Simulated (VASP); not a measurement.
# TmHOs (P4/mmm) in VASP: a series of runs

Runs on TmHOs. Level: PBE. Tasks: relaxation of shape and atoms at fixed volume.

Program: VASP 6.6.1. These are calculated values, not measurements. Logs are shortened: lines on timing, memory, paths and dates and some standing lists are left out, and cuts for length are marked.

## (1) The cell of the first run

It takes space group P4/mmm (No. 123, tetragonal). Conventional cell: a = 3.443 Å, b = 3.443 Å, c = 3.586 Å, α = 90.00°, β = 90.00°, γ = 90.00°. Within 3.2 Å of Tm (site symmetry 4/mmm) lie 4 H at 2.43 Å and 8 Os at 3.02 Å. H (site symmetry 4/mmm) has 2 Os at 1.79 Å and 4 Tm at 2.43 Å within 2.5 Å. Within 2.4 Å of Os (site symmetry 4/mmm) lie 2 H at 1.79 Å.

## (2) Relaxation of shape and atoms at fixed volume, PBE (14.17 Å³/atom)

File INCAR:

```
SYSTEM = TmHOs
PREC = Accurate
ENCUT = 600
EDIFF = 1E-7
ISMEAR = 0
SIGMA = 0.1
LREAL = .FALSE.
LASPH = .TRUE.
NELM = 200
ALGO = Normal
ISIF = 4
LWAVE = .FALSE.
LCHARG = .FALSE.
GGA = PE
IBRION = 2
NSW = 50
EDIFFG = -0.01
GGA_COMPAT = .FALSE.
NELMIN = 4
LMAXMIX = 6
```

File KPOINTS:

```
Automatic mesh
0
G
  10 10 10
  0 0 0
```

File POSCAR:

```
TmHOs
1.0
    3.4425462992      0.0000000000      0.0000000000
    0.0000000000      3.4425462992      0.0000000000
    0.0000000000      0.0000000000      3.5863233415
Tm H Os
1 1 1
Direct
    0.5000000000      0.5000000000      0.5000000000
    0.0000000000      0.0000000000      0.5000000000
    0.0000000000      0.0000000000      0.0000000000
```

Potentials or basis: VASP PAW PBE potentials, release 64 (Tm_3, H, Os), 4f in core.

Started as:

```console
> cat potpaw_PBE.64/Tm_3/POTCAR potpaw_PBE.64/H/POTCAR potpaw_PBE.64/Os/POTCAR > POTCAR
> mpirun -np 1 vasp_std > vasp.out
```

OUTCAR:

```text
SYSTEM = TmHOs
   PREC = Accurate
   ENCUT = 600
   EDIFF = 1E-7
   ISMEAR = 0
   LREAL = .FALSE.
   LASPH = .TRUE.
   NELM = 200
   ISIF = 4
   GGA = PE
   IBRION = 2
   NSW = 50
   EDIFFG = -0.01
   NELMIN = 4

 ion  position               nearest neighbor table
   1  0.500  0.500  0.500-   3 3.02   3 3.02   3 3.02   3 3.02   3 3.02   3 3.02   3 3.02   3 3.02

   2  0.000  0.000  0.500-   3 1.79   3 1.79
   3  0.000  0.000  0.000-   2 1.79   2 1.79   1 3.02   1 3.02   1 3.02   1 3.02   1 3.02   1 3.02
                             1 3.02   1 3.02

  LATTYP: Found a simple tetragonal cell.
 ALAT       =     3.4425462992
 C/A-ratio  =     1.0417647374

  Lattice vectors:

 A1 = (   3.4425462992,   0.0000000000,   0.0000000000)
 A2 = (   0.0000000000,   3.4425462992,   0.0000000000)
 A3 = (   0.0000000000,   0.0000000000,   3.5863233415)

Analysis of symmetry for initial positions (statically):
=====================================================================
 Subroutine PRICEL returns:
 Original cell was already a primitive cell.

 Routine SETGRP: Setting up the symmetry group for a
 simple tetragonal supercell.

 Subroutine GETGRP returns: Found 16 space group operations
 (whereof 16 operations were pure point group operations)
 out of a pool of 16 trial point group operations.

The static configuration has the point symmetry D_4h.

Analysis of symmetry for dynamics (positions and initial velocities):
=====================================================================
 Subroutine PRICEL returns:
 Original cell was already a primitive cell.

 Routine SETGRP: Setting up the symmetry group for a
 simple tetragonal supercell.

 Subroutine GETGRP returns: Found 16 space group operations
 (whereof 16 operations were pure point group operations)
 out of a pool of 16 trial point group operations.

The dynamic configuration has the point symmetry D_4h.

 Subroutine INISYM returns: Found 16 space group operations
 (whereof 16 operations are pure point group operations),
 and found     1 'primitive' translations

----------------------------------------------------------------------------------------

                                     Primitive cell

  volume of cell :      42.5020

  direct lattice vectors                    reciprocal lattice vectors
     3.442546299  0.000000000  0.000000000     0.290482658  0.000000000  0.000000000
     0.000000000  3.442546299  0.000000000     0.000000000  0.290482658  0.000000000
     0.000000000  0.000000000  3.586323341     0.000000000  0.000000000  0.278837100

  length of vectors
     3.442546299  3.442546299  3.586323341     0.290482658  0.290482658  0.278837100

  position of ions in fractional coordinates (direct lattice)
     0.500000000  0.500000000  0.500000000
     0.000000000  0.000000000  0.500000000
     0.000000000  0.000000000  0.000000000

  ion indices of the primitive-cell ions
   primitive index   ion index
                 1           1
                 2           2
                 3           3

----------------------------------------------------------------------------------------

 KPOINTS: Automatic mesh

Automatic generation of k-mesh.
 Grid dimensions read from file:
 generate k-points for:   10   10   10

 Generating k-lattice:

  Cartesian coordinates                     Fractional coordinates (reciprocal lattice)
     0.029048266  0.000000000  0.000000000     0.100000000  0.000000000  0.000000000
     0.000000000  0.029048266  0.000000000     0.000000000  0.100000000  0.000000000
     0.000000000  0.000000000  0.027883710     0.000000000  0.000000000  0.100000000

  Length of vectors
     0.029048266  0.029048266  0.027883710

  Shift w.r.t. Gamma in fractional coordinates (k-lattice)
     0.000000000  0.000000000  0.000000000

 Subroutine IBZKPT returns following result:
 ===========================================

 Found    126 irreducible k-points:

 Following reciprocal coordinates:
            Coordinates               Weight
  0.000000  0.000000  0.000000      1.000000
  0.100000  0.000000  0.000000      4.000000
  0.200000  0.000000  0.000000      4.000000
  0.300000  0.000000  0.000000      4.000000
  0.400000  0.000000  0.000000      4.000000
  0.500000  0.000000  0.000000      2.000000
[... 16 lines left out ...]
  0.100000  0.000000  0.100000      8.000000
  0.200000  0.000000  0.100000      8.000000
 [... further k-points ...]
   k-points           NKPTS =    126   k-points in BZ     NKDIM =    126   number of bands    NBANDS=     13
   number of dos      NEDOS =    301   number of ions     NIONS =      3
   total plane-waves  NPLWV =  23520
   dimension x,y,z NGX =    28 NGY =   28 NGZ =   30
   dimension x,y,z NGXF=    56 NGYF=   56 NGZF=   60
   ions per type =               1   1   1
   NGX,Y,Z   is equivalent  to a cutoff of  13.52, 13.52, 13.91 a.u.
   NGXF,Y,Z  is equivalent  to a cutoff of  27.04, 27.04, 27.81 a.u.
 SYSTEM =  TmHOs
   PREC   = accura    normal or accurate (medium, high low for compatibility)
   ISTART =      0    job   : 0-new  1-cont  2-samecut
   ICHARG =      2    charge: 1-file 2-atom 10-const
   ISPIN  =      1    spin polarized calculation?
   LNONCOLLINEAR =      F non collinear calculations
   LSORBIT =      F    spin-orbit coupling
   LASPH  =      T    aspherical Exc in radial PAW
   ENCUT  =  600.0 eV  44.10 Ry    6.64 a.u.   6.88  6.88  7.16*2*pi/ulx,y,z
   NELM   =    200;   NELMIN=  4; NELMDL= -5     # of ELM steps
   EDIFF  = 0.1E-06   stopping-criterion for ELM
   LREAL  =      F    real-space projection
   EDIFFG = -.1E-01   stopping-criterion for IOM
   NSW    =     50    number of steps for IOM
   IBRION =      2    ionic relax: 0-MD 1-quasi-New 2-CG
   NFREE  =      1    steps in history (QN), initial steepest desc. (CG)
   ISIF   =      4    stress and relaxation
   ISYM   =      2    0-nonsym 1-usesym 2-fastsym
   POTIM  = 0.5000    time-step for ionic-motion
   TEBEG  =    0.0;   TEEND  =   0.0 temperature during run
   PSTRESS=    0.0 pullay stress
   NELECT =      18.0000    total number of electrons
   NUPDOWN=      -1.0000    fix difference up-down
   EMIN   =  10.00;   EMAX   =-10.00  energy-range for DOS
   EFERMI =   0.00;   METHOD = LEGACY
   ISMEAR =     0;   SIGMA  =   0.10  broadening in eV -4-tet -1-fermi 0-gaus
   EFERMI_NEDOS =   21; number of points for ismear=-14 and -15
   IALGO  =     38    algorithm
   IMIX   =      4    mixing-type and parameters
     AMIX     =   0.40;   BMIX     =  1.00
     AMIX_MAG =   1.60;   BMIX_MAG =  1.00
  volume/ion in A,a.u.               =      14.17        95.61
  Fermi-wavevector in a.u.,A,eV,Ry     =   1.229408  2.323244 20.564440  1.511444
  Thomas-Fermi vector in A             =   2.364296
   LORBIT       =      0    0 simple, 1 ext, 2 COOP (PROOUT), +10 PAW based schemes
   GGA     = PE    functional components
   LHFCALC =     F    Hartree Fock is set to
   AEXX    =    0.0000 exact exchange contribution
   IVDW    =     0    specifies the selected vdW correction
   LEPSILON=     F    determine dielectric tensor
   LRPA    =     F    only Hartree local field effects (RPA)
 conjugate gradient relaxation of ions
 non-spin polarized calculation
 Gauss-broadening in eV      SIGMA  =   0.10
  energy-cutoff  :      600.00
  volume of cell :       42.50
 maximum number of plane-waves:      1442
 NGX is ok and might be reduce to    28
   NGX = 13   NGY = 13   NGZ = 15

--------------------------------------- Ionic step        1  -------------------------------------------

 number of electron      18.0000001 magnetization

 Free energy of the ion-electron system (eV)
  ---------------------------------------------------
  ext. energy  EPLUGINS =         0.00000000
  ---------------------------------------------------
  free energy    TOTEN  =       -19.88640409 eV

  energy without entropy =      -19.87681387  energy(sigma->0) =      -19.88160898

------------------------ aborting loop because EDIFF is reached ----------------------------------------

  FORCE on cell =-STRESS in cart. coord.  units (eV):
  Direction    XX          YY          ZZ          XY          YZ          ZX
  --------------------------------------------------------------------------------------
  -------------------------------------------------------------------------------------
  Total       -0.8275014     -0.8275014     -0.9497445      0.0000000      0.0000000     -0.0000000
  in kB      -31.1939436    -31.1939436    -35.8020873      0.0000000      0.0000000     -0.0000000
  external PRESSURE =     -32.7299915 kB  Pullay stress =       0.0000000 kB

 VOLUME and BASIS-vectors are now :
 -----------------------------------------------------------------------------
  energy-cutoff  :      600.00
  volume of cell :       42.50
      direct lattice vectors                 reciprocal lattice vectors
     3.442546299  0.000000000  0.000000000     0.290482658  0.000000000  0.000000000
     0.000000000  3.442546299  0.000000000     0.000000000  0.290482658  0.000000000
     0.000000000  0.000000000  3.586323341     0.000000000  0.000000000  0.278837100
[... 38 lines left out ...]
 POSITION                                       TOTAL-FORCE (eV/Angst)
 -----------------------------------------------------------------------------------
      1.72240      1.72240      1.79081         0.000000      0.000000      0.000000
      0.00000      0.00000      1.79081        -0.000000      0.000000      0.000000
      0.00000      0.00000      0.00000        -0.000000      0.000000      0.000000
 -----------------------------------------------------------------------------------
    total drift:                                0.000000      0.000000      0.000000

  FREE ENERGIE OF THE ION-ELECTRON SYSTEM (eV)
  ---------------------------------------------------
  free  energy   TOTEN  =       -19.8865304491 eV

  energy  without entropy=      -19.8772865735  energy(sigma->0) =      -19.88190851

--------------------------------------- Ionic step        3  -------------------------------------------

 number of electron      18.0000002 magnetization

 Free energy of the ion-electron system (eV)
  ---------------------------------------------------
  ext. energy  EPLUGINS =         0.00000000
  ---------------------------------------------------
  free energy    TOTEN  =       -19.88658033 eV

  energy without entropy =      -19.87781110  energy(sigma->0) =      -19.88219572

 E-fermi :   4.7715     XC(G=0): -11.7622

 val. band max:        4.7551178645   @ k =   0.5000   0.3000   0.2000
 cond. band min:       4.7719312491   @ k =   0.3000   0.0000   0.4000
 fundamental gap:      0.0168133846
 Fermi energy:         4.7715466608

 k-point     1 :       0.0000    0.0000    0.0000
  band No.  band energies     occupation
      1     -19.6396      2.00000
      2     -19.6396      2.00000
      3     -19.5327      2.00000
      4      -4.9448      2.00000
      5      -0.1952      2.00000
      6       1.5166      2.00000
      7       3.9059      2.00000
      8       3.9059      2.00000
      9       4.4505      1.99999
     10       7.8938      0.00000
     11       8.0995      0.00000
     12      11.3345      0.00000
     13      11.4790      0.00000

 k-point     2 :       0.1000    0.0000    0.0000
  band No.  band energies     occupation
      1     -19.6819      2.00000
      2     -19.6370      2.00000
      3     -19.5305      2.00000
      4      -4.8111      2.00000
      5      -0.0811      2.00000
      6       1.6300      2.00000
      7       3.8683      2.00000
      8       3.9496      2.00000
      9       4.4108      2.00000
     10       7.7391      0.00000
     11       8.0915      0.00000
[... 339 lines left out ...]
 k-point    24 :       0.2000    0.0000    0.1000
  band No.  band energies     occupation
      1     -19.7879      2.00000
      2     -19.6287      2.00000
      3     -19.5505      2.00000
      4      -4.2651      2.00000
      5       0.3709      2.00000
      6       1.9689      2.00000
      7       3.6827      2.00000
      8       3.8684      2.00000
      9       4.4300      2.00000
     10       7.1524      0.00000
     11       8.0803      0.00000
     12       8.1984      0.00000
     13       8.7621      0.00000

 [... further k-points ...]

------------------------ aborting loop because EDIFF is reached ----------------------------------------

  FORCE on cell =-STRESS in cart. coord.  units (eV):
  Direction    XX          YY          ZZ          XY          YZ          ZX
  --------------------------------------------------------------------------------------
  -------------------------------------------------------------------------------------
  Total       -0.8376060     -0.8376060     -0.8248460      0.0000000      0.0000000      0.0000000
  in kB      -31.5748525    -31.5748525    -31.0938450      0.0000000      0.0000000      0.0000000
  external PRESSURE =     -31.4145167 kB  Pullay stress =       0.0000000 kB

 VOLUME and BASIS-vectors are now :
 -----------------------------------------------------------------------------
  energy-cutoff  :      600.00
  volume of cell :       42.50
      direct lattice vectors                 reciprocal lattice vectors
     3.447872988  0.000000000 -0.000000000     0.290033886 -0.000000000 -0.000000000
     0.000000000  3.447872988 -0.000000000     0.000000000  0.290033886  0.000000000
     0.000000000  0.000000000  3.575250734     0.000000000  0.000000000  0.279700663

 POSITION                                       TOTAL-FORCE (eV/Angst)
 -----------------------------------------------------------------------------------
      1.72394      1.72394      1.78763         0.000000      0.000000      0.000000
      0.00000      0.00000      1.78763        -0.000000      0.000000      0.000000
      0.00000      0.00000      0.00000        -0.000000      0.000000      0.000000
 -----------------------------------------------------------------------------------
    total drift:                                0.000000      0.000000      0.000000

  FREE ENERGIE OF THE ION-ELECTRON SYSTEM (eV)
  ---------------------------------------------------
  free  energy   TOTEN  =       -19.8865803343 eV

  energy  without entropy=      -19.8778110988  energy(sigma->0) =      -19.88219572

 reached required accuracy - stopping structural energy minimisation
```

Run time: 77 s. Hardware: 1 thread of AMD EPYC 9R45 (Zen 5), shared host; peak memory 0.23 GiB.

Results:

| Quantity | Value |
| --- | --- |
| Free energy | -19.8866 eV |
| Energy gained by relaxing | 0.1 meV/atom |
| Ionic steps | 3 |
| Pressure after relaxing | -3.1 GPa |
| Band gap on the k mesh | zero (bands 9 and 10 overlap by 1.64 eV) |

Step by step:
```
step  energy change (eV)  largest force (eV/Å)  pressure (GPa)  volume (Å³)
   1              0.0000                0.0000           -3.27        42.50
   2             -0.0001                0.0000           -3.21        42.50
   3             -0.0002                0.0000           -3.14        42.50
```

Final structure:
```yaml
crystal:
  lattice:
    - [3.44787, 0.00000, 0.00000]
    - [0.00000, 3.44787, 0.00000]
    - [0.00000, 0.00000, 3.57525]
  atoms:
    - { symbol: Tm, position: [0.50000, 0.50000, 0.50000] }
    - { symbol: H, position: [0.00000, 0.00000, 0.50000] }
    - { symbol: Os, position: [0.00000, 0.00000, 0.00000] }
```

Levels at points of the mesh, in eV from the Fermi level:
```
           k point  band 7  band 8  band 9  band 10  band 11  band 12
(0.00, 0.00, 0.00)   -0.87   -0.87   -0.32     3.12     3.33     6.56
(0.50, 0.00, 0.00)   -1.18   -0.64   -0.35     0.91     1.33     2.23
(0.50, 0.50, 0.00)   -2.20    1.04    1.05     1.41     1.41     4.60
(0.00, 0.00, 0.50)   -1.18   -1.18   -0.50     0.16     0.69     3.08
(0.50, 0.00, 0.50)   -2.23   -1.58   -0.58     1.14     1.55     3.77
(0.50, 0.50, 0.50)   -1.74   -0.46   -0.46    -0.38     1.09     2.97
```

Caveat: spin-orbit coupling is left out, which moves the levels of the heavy elements; the 4f electrons are frozen in the core, so they carry no moment and show no levels. Spin polarisation is off, so any magnetic state and its effect on volume and gap are missing.

(Part 1 of 2 ends here.)

The gap in the log of VASP goes by the Fermi energy; the results here count the filled bands.